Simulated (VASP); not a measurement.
# SrO (Fm-3m) in VASP: single point with PBEsol+D4

Aim: the single point of SrO with PBEsol+D4.

Everything below comes from runs of VASP 6.6.1. Logs are shortened: lines on timing, memory, paths and dates and some standing lists are left out, and cuts for length are marked.

## Step 1: The cell of the first run

Symmetry: Fm-3m, No. 225, cubic system. Conventional cell: a = 5.133 Å, b = 5.133 Å, c = 5.133 Å, α = 90.00°, β = 90.00°, γ = 90.00°. Sr (site symmetry m-3m) has 6 O at 2.57 Å within 3.4 Å. Within 3.4 Å of O (site symmetry m-3m) lie 6 Sr at 2.57 Å.

## Step 2: Single point, PBEsol+D4

File INCAR:

```
  ALGO = Normal
  EDIFF = 1E-6
  ENCUT = 600
  GGA = PS
  GGA_COMPAT = False
  ISIF = 2
  ISMEAR = -1
  IVDW = 13
  LASPH = True
  LCHARG = False
  LREAL = False
  LWAVE = False
  NBANDS = 78
  NELM = 120
  PREC = Accurate
  SIGMA = 0.05
```

File KPOINTS:

```
k-points
0
Gamma
  2 2 2
```

File POSCAR:

```
SrO
1.0
    0.0000000000      5.1326000000      5.1326000000
    5.1326000000      0.0000000000      5.1326000000
    5.1326000000      5.1326000000      0.0000000000
Sr O
8 8
Direct
    0.2500000000      0.2500000000      0.2500000000
    0.2500000000      0.2500000000      0.7500000000
    0.2500000000      0.7500000000      0.2500000000
    0.2500000000      0.7500000000      0.7500000000
    0.7500000000      0.2500000000      0.2500000000
    0.7500000000      0.2500000000      0.7500000000
    0.7500000000      0.7500000000      0.2500000000
    0.7500000000      0.7500000000      0.7500000000
    0.0000000000      0.0000000000      0.0000000000
    0.0000000000      0.0000000000      0.5000000000
    0.0000000000      0.5000000000      0.0000000000
    0.0000000000      0.5000000000      0.5000000000
    0.5000000000      0.0000000000      0.0000000000
    0.5000000000      0.0000000000      0.5000000000
    0.5000000000      0.5000000000      0.0000000000
    0.5000000000      0.5000000000      0.5000000000
```

Potentials or basis: VASP PAW PBE potentials, release 64 (Sr_sv, O).

Command:

```
cat potpaw_PBE.64/Sr_sv/POTCAR potpaw_PBE.64/O/POTCAR > POTCAR
mpirun -np 1 vasp_std > vasp.out
```

OUTCAR:

```text
EDIFF = 1E-6
   ENCUT = 600
   GGA = PS
   ISIF = 2
   ISMEAR = -1
   IVDW = 13
   LASPH = True
   LREAL = False
   NELM = 120
   PREC = Accurate

 ion  position               nearest neighbor table
   1  0.250  0.250  0.250-  10 2.57  11 2.57  12 2.57  13 2.57  14 2.57  15 2.57   2 3.63   3 3.63
                             5 3.63   2 3.63   4 3.63   6 3.63   3 3.63   4 3.63   7 3.63   5 3.63
   2  0.250  0.250  0.750-   9 2.57  11 2.57  12 2.57  13 2.57  14 2.57  16 2.57   1 3.63   4 3.63
                             6 3.63   1 3.63   3 3.63   5 3.63   3 3.63   4 3.63   8 3.63   5 3.63
   3  0.250  0.750  0.250-   9 2.57  10 2.57  12 2.57  13 2.57  15 2.57  16 2.57   1 3.63   4 3.63
                             7 3.63   2 3.63   4 3.63   8 3.63   1 3.63   2 3.63   5 3.63   5 3.63
   4  0.250  0.750  0.750-   9 2.57  10 2.57  11 2.57  14 2.57  15 2.57  16 2.57   2 3.63   3 3.63
                             8 3.63   1 3.63   3 3.63   7 3.63   1 3.63   2 3.63   6 3.63   6 3.63
   5  0.750  0.250  0.250-   9 2.57  10 2.57  11 2.57  14 2.57  15 2.57  16 2.57   1 3.63   6 3.63
                             7 3.63   2 3.63   6 3.63   8 3.63   3 3.63   7 3.63   8 3.63   1 3.63
   6  0.750  0.250  0.750-   9 2.57  10 2.57  12 2.57  13 2.57  15 2.57  16 2.57   2 3.63   5 3.63
                             8 3.63   1 3.63   5 3.63   7 3.63   4 3.63   7 3.63   8 3.63   1 3.63
   7  0.750  0.750  0.250-   9 2.57  11 2.57  12 2.57  13 2.57  14 2.57  16 2.57   3 3.63   5 3.63
                             8 3.63   4 3.63   6 3.63   8 3.63   1 3.63   5 3.63   6 3.63   1 3.63
   8  0.750  0.750  0.750-  10 2.57  11 2.57  12 2.57  13 2.57  14 2.57  15 2.57   4 3.63   6 3.63
                             7 3.63   3 3.63   5 3.63   7 3.63   2 3.63   5 3.63   6 3.63   2 3.63
   9  0.000  0.000  0.000-   2 2.57   3 2.57   4 2.57   5 2.57   6 2.57   7 2.57
  10  0.000  0.000  0.500-   1 2.57   3 2.57   4 2.57   5 2.57   6 2.57   8 2.57
  11  0.000  0.500  0.000-   1 2.57   2 2.57   4 2.57   5 2.57   7 2.57   8 2.57
  12  0.000  0.500  0.500-   1 2.57   2 2.57   3 2.57   6 2.57   7 2.57   8 2.57
  13  0.500  0.000  0.000-   1 2.57   2 2.57   3 2.57   6 2.57   7 2.57   8 2.57
  14  0.500  0.000  0.500-   1 2.57   2 2.57   4 2.57   5 2.57   7 2.57   8 2.57
  15  0.500  0.500  0.000-   1 2.57   3 2.57   4 2.57   5 2.57   6 2.57   8 2.57
  16  0.500  0.500  0.500-   2 2.57   3 2.57   4 2.57   5 2.57   6 2.57   7 2.57

  LATTYP: Found a face centered cubic cell.
 ALAT       =    10.2652000000

  Lattice vectors:

 A1 = (   0.0000000000,   5.1326000000,   5.1326000000)
 A2 = (   5.1326000000,   0.0000000000,   5.1326000000)
 A3 = (   5.1326000000,   5.1326000000,   0.0000000000)

Analysis of symmetry for initial positions (statically):
=====================================================================
 Subroutine PRICEL returns following result:

  LATTYP: Found a face centered cubic cell.
 ALAT       =     5.1326000000

  Lattice vectors:

 A1 = (   0.0000000000,   2.5663000000,   2.5663000000)
 A2 = (   2.5663000000,   0.0000000000,   2.5663000000)
 A3 = (   2.5663000000,   2.5663000000,   0.0000000000)

   8 primitive cells build up your supercell.

 Routine SETGRP: Setting up the symmetry group for a
 face centered cubic supercell.

 Subroutine GETGRP returns: Found 48 space group operations
 (whereof 48 operations were pure point group operations)
 out of a pool of 48 trial point group operations.

The static configuration has the point symmetry O_h .

Analysis of symmetry for dynamics (positions and initial velocities):
=====================================================================
 Subroutine PRICEL returns following result:

  LATTYP: Found a face centered cubic cell.
 ALAT       =     5.1326000000

  Lattice vectors:

 A1 = (   0.0000000000,   2.5663000000,   2.5663000000)
 A2 = (   2.5663000000,   0.0000000000,   2.5663000000)
 A3 = (   2.5663000000,   2.5663000000,   0.0000000000)

   8 primitive cells build up your supercell.

 Routine SETGRP: Setting up the symmetry group for a
 face centered cubic supercell.

 Subroutine GETGRP returns: Found 48 space group operations
 (whereof 48 operations were pure point group operations)
 out of a pool of 48 trial point group operations.

The dynamic configuration has the point symmetry O_h .

 Subroutine INISYM returns: Found 48 space group operations
 (whereof 48 operations are pure point group operations),
 and found     8 'primitive' translations

----------------------------------------------------------------------------------------

                                     Primitive cell

  volume of cell :      33.8028

  direct lattice vectors                    reciprocal lattice vectors
     0.000000000  2.566300000  2.566300000    -0.194833028  0.194833028  0.194833028
     2.566300000  0.000000000  2.566300000     0.194833028 -0.194833028  0.194833028
     2.566300000  2.566300000  0.000000000     0.194833028  0.194833028 -0.194833028

  length of vectors
     3.629296265  3.629296265  3.629296265     0.337460704  0.337460704  0.337460704

  position of ions in fractional coordinates (direct lattice)
     0.500000000  0.500000000  0.500000000
     0.000000000  0.000000000  0.000000000

  ion indices of the primitive-cell ions
   primitive index   ion index
                 1           1
                 2           9

----------------------------------------------------------------------------------------

 KPOINTS: k-points

Automatic generation of k-mesh.
 Grid dimensions read from file:
 generate k-points for:    2    2    2

 Generating k-lattice:

  Cartesian coordinates                     Fractional coordinates (reciprocal lattice)
    -0.048708257  0.048708257  0.048708257     0.500000000  0.000000000  0.000000000
     0.048708257 -0.048708257  0.048708257     0.000000000  0.500000000  0.000000000
     0.048708257  0.048708257 -0.048708257     0.000000000  0.000000000  0.500000000

  Length of vectors
     0.084365176  0.084365176  0.084365176

  Shift w.r.t. Gamma in fractional coordinates (k-lattice)
     0.000000000  0.000000000  0.000000000

 Subroutine IBZKPT returns following result:
 ===========================================

 Found      3 irreducible k-points:

 Following reciprocal coordinates:
            Coordinates               Weight
  0.000000  0.000000  0.000000      1.000000
  0.500000  0.000000  0.000000      4.000000
  0.500000  0.500000  0.000000      3.000000
   k-points           NKPTS =      3   k-points in BZ     NKDIM =      3   number of bands    NBANDS=     78
   number of dos      NEDOS =    301   number of ions     NIONS =     16
   total plane-waves  NPLWV = 216000
   dimension x,y,z NGX =    60 NGY =   60 NGZ =   60
   dimension x,y,z NGXF=   120 NGYF=  120 NGZF=  120
   ions per type =               8   8
   NGX,Y,Z   is equivalent  to a cutoff of  13.74, 13.74, 13.74 a.u.
   NGXF,Y,Z  is equivalent  to a cutoff of  27.48, 27.48, 27.48 a.u.
 SYSTEM =  unknown system
   PREC   = accura    normal or accurate (medium, high low for compatibility)
   ISTART =      0    job   : 0-new  1-cont  2-samecut
   ICHARG =      2    charge: 1-file 2-atom 10-const
   ISPIN  =      1    spin polarized calculation?
   LNONCOLLINEAR =      F non collinear calculations
   LSORBIT =      F    spin-orbit coupling
   LASPH  =      T    aspherical Exc in radial PAW
   ENCUT  =  600.0 eV  44.10 Ry    6.64 a.u.  14.50 14.50 14.50*2*pi/ulx,y,z
   NELM   =    120;   NELMIN=  2; NELMDL= -5     # of ELM steps
   EDIFF  = 0.1E-05   stopping-criterion for ELM
   LREAL  =      F    real-space projection
   EDIFFG = 0.1E-04   stopping-criterion for IOM
   NSW    =      0    number of steps for IOM
   IBRION =     -1    ionic relax: 0-MD 1-quasi-New 2-CG
   NFREE  =      0    steps in history (QN), initial steepest desc. (CG)
   ISIF   =      2    stress and relaxation
   ISYM   =      2    0-nonsym 1-usesym 2-fastsym
   POTIM  = 0.5000    time-step for ionic-motion
   TEBEG  =    0.0;   TEEND  =   0.0 temperature during run
   PSTRESS=    0.0 pullay stress
   NELECT =     128.0000    total number of electrons
   NUPDOWN=      -1.0000    fix difference up-down
   EMIN   =  10.00;   EMAX   =-10.00  energy-range for DOS
   EFERMI =   0.00;   METHOD = LEGACY
   ISMEAR =    -1;   SIGMA  =   0.05  broadening in eV -4-tet -1-fermi 0-gaus
   EFERMI_NEDOS =   21; number of points for ismear=-14 and -15
   IALGO  =     38    algorithm
   IMIX   =      4    mixing-type and parameters
     AMIX     =   0.40;   BMIX     =  1.00
     AMIX_MAG =   1.60;   BMIX_MAG =  1.00
  volume/ion in A,a.u.               =      16.90       114.06
  Fermi-wavevector in a.u.,A,eV,Ry     =   1.275843  2.410995 22.147245  1.627777
  Thomas-Fermi vector in A             =   2.408533
   LORBIT       =      0    0 simple, 1 ext, 2 COOP (PROOUT), +10 PAW based schemes
   GGA     = PS    functional components
   LHFCALC =     F    Hartree Fock is set to
   AEXX    =    0.0000 exact exchange contribution
   IVDW    =    13    specifies the selected vdW correction
   LEPSILON=     F    determine dielectric tensor
   LRPA    =     F    only Hartree local field effects (RPA)
 non-spin polarized calculation
  energy-cutoff  :      600.00
  volume of cell :      270.42
 maximum number of plane-waves:      9185
 NGX is ok and might be reduce to    60
   NGX = 29   NGY = 29   NGZ = 29

 number of electron     127.9999976 magnetization

 Free energy of the ion-electron system (eV)
  ---------------------------------------------------
  ext. energy  EPLUGINS =         0.00000000
  ---------------------------------------------------
  free energy    TOTEN  =      -101.09681398 eV

  energy without entropy =     -101.09681398  energy(sigma->0) =     -101.09681398

 E-fermi :   2.8088     XC(G=0): -10.3021

 val. band max:        1.5209672905   @ k =   0.0000   0.0000   0.0000
 cond. band min:       4.6665840587   @ k =   0.0000   0.0000   0.0000
 fundamental gap:      3.1456167682
 Fermi energy:         2.8088291111

 k-point     1 :       0.0000    0.0000    0.0000
  band No.  band energies     occupation
      1     -30.7053      2.00000
      2     -30.5597      2.00000
      3     -30.5597      2.00000
      4     -30.5597      2.00000
      5     -30.5597      2.00000
      6     -30.5177      2.00000
[... 68 lines left out ...]
     75       8.0310      0.00000
     76       9.3192      0.00000

 k-point     2 :       0.5000    0.0000    0.0000
  band No.  band energies     occupation
      1     -30.6333      2.00000
      2     -30.6333      2.00000
      3     -30.5389      2.00000
      4     -30.5389      2.00000
      5     -30.5389      2.00000
      6     -30.5389      2.00000
[... 68 lines left out ...]
     75       8.8481      0.00000
     76       8.8555      0.00000

 k-point     3 :       0.5000    0.5000    0.0000
  band No.  band energies     occupation
      1     -30.6109      2.00000
      2     -30.6109      2.00000
      3     -30.5618      2.00000
      4     -30.5618      2.00000
      5     -30.5618      2.00000
      6     -30.5618      2.00000
[... 68 lines left out ...]
     75       7.6258      0.00000
     76       7.6258      0.00000
 [bands above 76 left out]

------------------------ aborting loop because EDIFF is reached ----------------------------------------

  DFT-D4 for vdW energy calculation

  Edisp (eV):   -1.61304

  FORCE on cell =-STRESS in cart. coord.  units (eV):
  Direction    XX          YY          ZZ          XY          YZ          ZX
  --------------------------------------------------------------------------------------
  -------------------------------------------------------------------------------------
  Total      -1.69117    -1.69117    -1.69117    -0.00000    -0.00000     0.00000
  in kB     -10.01973   -10.01973   -10.01973    -0.00000    -0.00000     0.00000
  external pressure =      -10.02 kB  Pullay stress =        0.00 kB

 VOLUME and BASIS-vectors are now :
 -----------------------------------------------------------------------------
  energy-cutoff  :      600.00
  volume of cell :      270.42
      direct lattice vectors                 reciprocal lattice vectors
     0.000000000  5.132600000  5.132600000    -0.097416514  0.097416514  0.097416514
     5.132600000  0.000000000  5.132600000     0.097416514 -0.097416514  0.097416514
     5.132600000  5.132600000  0.000000000     0.097416514  0.097416514 -0.097416514

 POSITION                                       TOTAL-FORCE (eV/Angst)
 -----------------------------------------------------------------------------------
      2.56630      2.56630      2.56630         0.000000     -0.000000      0.000000
      5.13260      5.13260      2.56630         0.000000     -0.000000     -0.000000
      5.13260      2.56630      5.13260        -0.000000      0.000000      0.000000
      7.69890      5.13260      5.13260        -0.000000      0.000000     -0.000000
      2.56630      5.13260      5.13260         0.000000      0.000000     -0.000000
      5.13260      7.69890      5.13260         0.000000     -0.000000      0.000000
[... 8 lines left out ...]
      2.56630      2.56630      5.13260        -0.000000     -0.000000     -0.000000
      5.13260      5.13260      5.13260         0.000000     -0.000000      0.000000
 -----------------------------------------------------------------------------------
    total drift:                               -0.000000     -0.000000     -0.000000

  FREE ENERGIE OF THE ION-ELECTRON SYSTEM (eV)
  ---------------------------------------------------
  free  energy   TOTEN  =      -102.7098577244 eV

  energy  without entropy=     -102.7098577243  energy(sigma->0) =     -102.70985772
```

Run time: 4.4 min. Hardware: 1 thread of Intel Xeon 8259CL, shared host; peak memory 0.47 GiB.

Results:

- Free energy: -102.7099 eV
- Pressure: -1.0 GPa
- Band gap on the k mesh: 3.15 eV
- Dispersion energy per atom: -0.101 eV

Caveat: the k points lie up to 0.53 Å⁻¹ apart; the PAW data sets were made with another functional, which shifts forces and pressure a little. Expect the measured gap to be larger: semilocal functionals such as PBEsol lack the derivative discontinuity.
